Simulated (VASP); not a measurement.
Write the native input for VASP 6.6.1 that does the following.

```yaml
Task: single point
Functional: PBE
Potentials_or_basis: VASP PAW PBE potentials, release 64 (Ni, O)
Cutoff: 520 eV
k_mesh: 10 × 10 × 10
Occupations: fermi-dirac, width 0.05 eV
Spin: collinear spin, ferromagnetic start
Starting_moments: "[1.0, 0.0] μB"
Dipole_correction: no
Further_INCAR_settings: ALGO = Normal; EDIFF = 1e-06; NBANDS = 19
```

The structure of NiO lies in POSCAR:

```
NiO
1.0
    0.0000000000      2.3135985963      2.3135985963
    2.3135985963      0.0000000000      2.3135985963
    2.3135985963      2.3135985963      0.0000000000
Ni O
1 1
Direct
    0.0000000000      0.0000000000      0.0000000000
    0.2500000000      0.2500000000      0.2500000000
```

The input as run:

INCAR

```
SYSTEM = NiO
PREC     = Accurate       ! precision mode
ENCUT    = 520            ! plane-wave cutoff, eV
EDIFF    = 1E-6           ! SCF threshold, eV
ISMEAR   = -1             ! smearing method
SIGMA    = 0.05           ! smearing width, eV
LREAL    = .False.        ! projectors in reciprocal space
LASPH    = .True.         ! aspherical terms in the spheres
NELM     = 150            ! most SCF steps
ALGO     = Normal         ! electronic algorithm
ISIF     = 2              ! what is computed and relaxed
LWAVE    = .False.        ! write WAVECAR
LCHARG   = .False.        ! write CHGCAR
ISPIN    = 2              ! spin polarisation
MAGMOM   = 1 0            ! initial moments
LORBIT   = 11             ! projections on sites
LMAXMIX  = 4              ! l up to which the mixer works
GGA      = PE             ! functional
NBANDS   = 19             ! bands
```

KPOINTS

```
regular mesh
0
Gamma
  10 10 10
  0 0 0
```

Potentials or basis: VASP PAW PBE potentials, release 64 (Ni, O).

Launch:

```sh
$ cat potpaw_PBE.64/Ni/POTCAR potpaw_PBE.64/O/POTCAR > POTCAR
$ mpirun -np 1 vasp_std > vasp.out
```

It gave:

```json
{
  "Pressure": "-11.1 GPa",
  "Band gap on the k mesh": "zero (filled and empty bands overlap)",
  "Net moment": "1.99 μB per cell",
  "Site moments": "Ni +1.55; O +0.38 μB",
  "Valence electrons inside the program's atomic spheres": "Ni 8.93; O 4.93"
}
```

Caveat: a cell with one magnetic atom can't hold antiferromagnetic order, which such compounds often take; semilocal functionals often make such compounds metallic where correlation or magnetic order opens a gap, which also shifts bond lengths.

Wall time 27 s on 1 thread of Intel(R) Xeon(R) Platinum 8259CL CPU @ 2.50GHz (Skylake/Cascade Lake), on a shared host, peak memory 0.17 GiB.
